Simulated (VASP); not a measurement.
# SiTeS (P4/mmm) in VASP: single point with PBE

Aim: the single point of SiTeS with PBE.

Everything below comes from runs of VASP 6.6.1. Logs are shortened: lines on timing, memory, paths and dates and some standing lists are left out, and cuts for length are marked.

## 1. The cell of the first run

The structure is tetragonal, space group P4/mmm (No. 123). Conventional cell: a = 4.450 Å, b = 4.450 Å, c = 3.598 Å, α = 90.00°, β = 90.00°, γ = 90.00°. Within 2.4 Å of Si (site symmetry 4/mmm) lie 2 S at 1.80 Å. Within 4.1 Å of Te (site symmetry 4/mmm) lie 4 S at 3.15 Å and 2 Te at 3.60 Å and 8 Si at 3.62 Å. S (site symmetry 4/mmm) has 2 Si at 1.80 Å within 2.4 Å.

## 2. Single point, PBE

Contents of INCAR:

```
PREC = Accurate
ENCUT = 520
EDIFF = 1E-6
ISMEAR = 0
SIGMA = 0.1
LREAL = False
LASPH = True
NELM = 60
ALGO = Normal
ISIF = 2
LWAVE = False
LCHARG = True
GGA = PE
LELF = True
LVHAR = True
NBANDS = 15
```

Contents of KPOINTS:

```
regular mesh
0
Gamma
  4 4 6
```

Contents of POSCAR:

```
SiTeS
1.0
    4.4502032700      0.0000000000      0.0000000000
    0.0000000000      4.4502032700      0.0000000000
    0.0000000000      0.0000000000      3.5976415500
Si Te S
1 1 1
Direct
    0.0000000000      0.0000000000      0.0000000000
    0.5000000000      0.5000000000      0.5000000000
    0.0000000000      0.0000000000      0.5000000000
```

Potentials or basis: VASP PAW PBE potentials, release 64 (Si, Te, S).

Started as:

```bash
$ cat potpaw_PBE.64/Si/POTCAR potpaw_PBE.64/Te/POTCAR potpaw_PBE.64/S/POTCAR > POTCAR
$ mpirun -np 1 vasp_std > vasp.out
```

OUTCAR:

```text
PREC = Accurate
   ENCUT = 520
   EDIFF = 1E-6
   ISMEAR = 0
   LREAL = False
   LASPH = True
   NELM = 60
   ISIF = 2
   GGA = PE

 ion  position               nearest neighbor table
   1  0.000  0.000  0.000-   3 1.80   3 1.80
   2  0.500  0.500  0.500-   3 3.15   3 3.15   3 3.15   3 3.15
   3  0.000  0.000  0.500-   1 1.80   1 1.80   2 3.15   2 3.15   2 3.15   2 3.15

  LATTYP: Found a simple tetragonal cell.
 ALAT       =     4.4502032700
 C/A-ratio  =     0.8084218477

  Lattice vectors:

 A1 = (   4.4502032700,   0.0000000000,   0.0000000000)
 A2 = (   0.0000000000,   4.4502032700,   0.0000000000)
 A3 = (   0.0000000000,   0.0000000000,   3.5976415500)

Analysis of symmetry for initial positions (statically):
=====================================================================
 Subroutine PRICEL returns:
 Original cell was already a primitive cell.

 Routine SETGRP: Setting up the symmetry group for a
 simple tetragonal supercell.

 Subroutine GETGRP returns: Found 16 space group operations
 (whereof 16 operations were pure point group operations)
 out of a pool of 16 trial point group operations.

The static configuration has the point symmetry D_4h.

Analysis of symmetry for dynamics (positions and initial velocities):
=====================================================================
 Subroutine PRICEL returns:
 Original cell was already a primitive cell.

 Routine SETGRP: Setting up the symmetry group for a
 simple tetragonal supercell.

 Subroutine GETGRP returns: Found 16 space group operations
 (whereof 16 operations were pure point group operations)
 out of a pool of 16 trial point group operations.

The dynamic configuration has the point symmetry D_4h.

 Subroutine INISYM returns: Found 16 space group operations
 (whereof 16 operations are pure point group operations),
 and found     1 'primitive' translations

----------------------------------------------------------------------------------------

                                     Primitive cell

  volume of cell :      71.2488

  direct lattice vectors                    reciprocal lattice vectors
     4.450203270  0.000000000  0.000000000     0.224708837  0.000000000  0.000000000
     0.000000000  4.450203270  0.000000000     0.000000000  0.224708837  0.000000000
     0.000000000  0.000000000  3.597641550     0.000000000  0.000000000  0.277959876

[... 93 lines left out ...]
   TEBEG  =    0.0;   TEEND  =   0.0 temperature during run
   PSTRESS=    0.0 pullay stress
   NELECT =      16.0000    total number of electrons
   NUPDOWN=      -1.0000    fix difference up-down
   EMIN   =  10.00;   EMAX   =-10.00  energy-range for DOS
   EFERMI =   0.00;   METHOD = LEGACY
   ISMEAR =     0;   SIGMA  =   0.10  broadening in eV -4-tet -1-fermi 0-gaus
   EFERMI_NEDOS =   21; number of points for ismear=-14 and -15
   IALGO  =     38    algorithm
   IMIX   =      4    mixing-type and parameters
     AMIX     =   0.40;   BMIX     =  1.00
     AMIX_MAG =   1.60;   BMIX_MAG =  1.00
  volume/ion in A,a.u.               =      23.75       160.27
  Fermi-wavevector in a.u.,A,eV,Ry     =   0.995075  1.880418 13.472127  0.990173
  Thomas-Fermi vector in A             =   2.127070
   LORBIT       =      0    0 simple, 1 ext, 2 COOP (PROOUT), +10 PAW based schemes
   GGA     = PE    functional components
   LHFCALC =     F    Hartree Fock is set to
   AEXX    =    0.0000 exact exchange contribution
   IVDW    =     0    specifies the selected vdW correction
   LEPSILON=     F    determine dielectric tensor
   LRPA    =     F    only Hartree local field effects (RPA)
 non-spin polarized calculation
 Gauss-broadening in eV      SIGMA  =   0.10
  energy-cutoff  :      520.00
  volume of cell :       71.25
 maximum number of plane-waves:      1945
 NGX is ok and might be reduce to    36
   NGX = 17   NGY = 17   NGZ = 13

 number of electron      16.0000000 magnetization

 Free energy of the ion-electron system (eV)
  ---------------------------------------------------
  ext. energy  EPLUGINS =         0.00000000
  ---------------------------------------------------
  free energy    TOTEN  =        -6.36019755 eV

  energy without entropy =       -6.34679708  energy(sigma->0) =       -6.35349731

 E-fermi :   5.9688     XC(G=0):  -9.4800

 val. band max:        5.8812828153   @ k =   0.5000   0.5000   0.1667
 cond. band min:       6.0044671541   @ k =   0.2500   0.2500   0.1667
 fundamental gap:      0.1231843388
 Fermi energy:         5.9687589558

 k-point     1 :       0.0000    0.0000    0.0000
  band No.  band energies     occupation
      1     -11.0880      2.00000
      2      -4.7614      2.00000
      3      -2.4483      2.00000
      4      -0.0282      2.00000
      5      -0.0282      2.00000
      6       4.0531      2.00000
      7       6.2097      0.00066
      8       6.2097      0.00066
      9       7.0701      0.00000
     10       8.0713      0.00000
     11      10.8303      0.00000
     12      11.0852      0.00000
     13      11.0852      0.00000
     14      11.2999      0.00000
[... 401 lines left out ...]
      2      -5.5361      2.00000
      3      -3.9713      2.00000
      4       0.2263      2.00000
      5       0.2263      2.00000
      6       2.8090      2.00000
      7       4.1149      2.00000
      8       4.1149      2.00000
      9       7.1742      0.00000
     10       7.1742      0.00000
     11      10.0324      0.00000
     12      12.0820      0.00000
     13      14.6022      0.00000
     14      14.6022      0.00000
     15      15.6534      0.00000

------------------------ aborting loop because EDIFF is reached ----------------------------------------

  FORCE on cell =-STRESS in cart. coord.  units (eV):
  Direction    XX          YY          ZZ          XY          YZ          ZX
  --------------------------------------------------------------------------------------
  -------------------------------------------------------------------------------------
  Total        0.6337089      0.6337089     36.1286715      0.0000000      0.0000000     -0.0000000
  in kB       14.2502606     14.2502606    812.4281947      0.0000000      0.0000000     -0.0000000
  external PRESSURE =     280.3095720 kB  Pullay stress =       0.0000000 kB

 VOLUME and BASIS-vectors are now :
 -----------------------------------------------------------------------------
  energy-cutoff  :      520.00
  volume of cell :       71.25
      direct lattice vectors                 reciprocal lattice vectors
     4.450203270  0.000000000  0.000000000     0.224708837  0.000000000  0.000000000
     0.000000000  4.450203270  0.000000000     0.000000000  0.224708837  0.000000000
     0.000000000  0.000000000  3.597641550     0.000000000  0.000000000  0.277959876

 POSITION                                       TOTAL-FORCE (eV/Angst)
 -----------------------------------------------------------------------------------
      0.00000      0.00000      0.00000         0.000000      0.000000      0.000000
      2.22510      2.22510      1.79882         0.000000      0.000000      0.000000
      0.00000      0.00000      1.79882         0.000000      0.000000      0.000000
 -----------------------------------------------------------------------------------
    total drift:                               -0.000000      0.000000      0.000000

  FREE ENERGIE OF THE ION-ELECTRON SYSTEM (eV)
  ---------------------------------------------------
  free  energy   TOTEN  =        -6.3601975460 eV

  energy  without entropy=       -6.3467970788  energy(sigma->0) =       -6.35349731
```

Wall time 32 s (1 thread of Intel Xeon Platinum 8259CL at 2.50GHz (Skylake/Cascade Lake), shared host); peak memory 0.18 GiB.

What came out:

```yaml
Free_energy: -6.3602 eV
Pressure: 28.0 GPa
Band_gap_on_the_k_mesh: zero (band 8 reaches 6.66 eV, above the bottom of band 9 at 5.51 eV)
```

Levels at points of the mesh, in eV from the Fermi level:
| k point | band 4 | band 5 | band 6 | band 7 | band 8 | band 9 | band 10 | band 11 | band 12 | band 13 |
| --- | --- | --- | --- | --- | --- | --- | --- | --- | --- | --- |
| (0.00, 0.00, 0.00) | -6.00 | -6.00 | -1.92 | 0.24 | 0.24 | 1.10 | 2.10 | 4.86 | 5.12 | 5.12 |
| (0.50, 0.00, 0.00) | -5.49 | -4.94 | -2.75 | -1.69 | -1.36 | 0.81 | 3.39 | 5.32 | 5.90 | 6.25 |
| (0.50, 0.50, 0.00) | -6.98 | -6.98 | -1.35 | 0.55 | 0.55 | 1.25 | 4.11 | 4.11 | 4.98 | 4.98 |
| (0.00, 0.00, 0.50) | -4.89 | -4.89 | -3.35 | -0.71 | -0.71 | 0.95 | 0.95 | 3.98 | 4.34 | 5.60 |
| (0.50, 0.00, 0.50) | -4.39 | -4.23 | -3.85 | -1.48 | -0.74 | -0.46 | 0.52 | 2.14 | 5.65 | 7.28 |
| (0.50, 0.50, 0.50) | -5.74 | -5.74 | -3.16 | -1.85 | -1.85 | 1.21 | 1.21 | 4.06 | 6.11 | 8.63 |

Caveat: spin-orbit coupling is left out, which moves the levels of the heavy elements.
